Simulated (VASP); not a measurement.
Write the native input for VASP 6.6.1 that does the following.

| Property | Result |
| --- | --- |
| Task | relaxation of cell and atoms |
| Functional | PBE |
| Potentials or basis | VASP PAW PBE potentials, release 64 (Rb_sv, Ir) |
| Cutoff | 500 eV |
| k mesh | 14 × 14 × 14 |
| Occupations | gaussian, width 0.1 eV |
| Spin | no spin polarisation |
| Dipole correction | no |
| Further INCAR settings | ALGO = Normal; EDIFF = 1e-07; IBRION = 2; EDIFFG = -0.01; NSW = 100; ISIF = 3 |

The structure of RbIr lies in POSCAR:

```
RbIr
1.0
    3.8239699690      0.0000000000      0.0000000000
    0.0000000000      3.8239699690      0.0000000000
    0.0000000000      0.0000000000      3.8239699690
Rb Ir
1 1
Direct
    0.0000000000      0.0000000000      0.0000000000
    0.5000000000      0.5000000000      0.5000000000
```

One way to write it, as run:

INCAR

```
SYSTEM = RbIr
ALGO     = Normal         ! electronic algorithm
EDIFF    = 1E-7           ! SCF threshold, eV
EDIFFG   = -0.01          ! ionic threshold
ENCUT    = 500            ! plane-wave cutoff, eV
GGA      = PE             ! functional
GGA_COMPAT= .FALSE.      
IBRION   = 2              ! ionic algorithm
ISIF     = 3              ! what is computed and relaxed
ISMEAR   = 0              ! smearing method
LASPH    = .TRUE.         ! aspherical terms in the spheres
LCHARG   = .FALSE.        ! write CHGCAR
LREAL    = .FALSE.        ! projectors in reciprocal space
LWAVE    = .FALSE.        ! write WAVECAR
NELM     = 120            ! most SCF steps
NELMIN   = 4            
NSW      = 100            ! ionic steps
PREC     = Accurate       ! precision mode
SIGMA    = 0.1            ! smearing width, eV
```

KPOINTS

```
k-points
0
G
  14 14 14
  0 0 0
```

Potentials or basis: VASP PAW PBE potentials, release 64 (Rb_sv, Ir).

Command:

```console
$ cat potpaw_PBE.64/Rb_sv/POTCAR potpaw_PBE.64/Ir/POTCAR > POTCAR
$ mpirun -np 1 vasp_std > vasp.out
```

It gave:

The relaxed volume is 27.56 Å³/atom, the relaxed cell is a = 3.806 Å, b = 3.806 Å, c = 3.806 Å, α = 90.00°, β = 90.00°, γ = 90.00° and the space group after relaxing (to 0.1 Å) is Pm-3m (No. 221). The energy gained by relaxing is 0.4 meV/atom, the ionic steps are 3 and the pressure after relaxing is 0.0 GPa. The band gap on the k mesh is zero (bands 9 and 10 overlap by 0.75 eV).

Caveat: spin-orbit coupling is left out, which moves the levels of the heavy elements.

Run time: 76 s on 1 thread of Intel(R) Xeon(R) Platinum 8488C (Sapphire Rapids), on a shared host, peak memory 0.24 GiB.
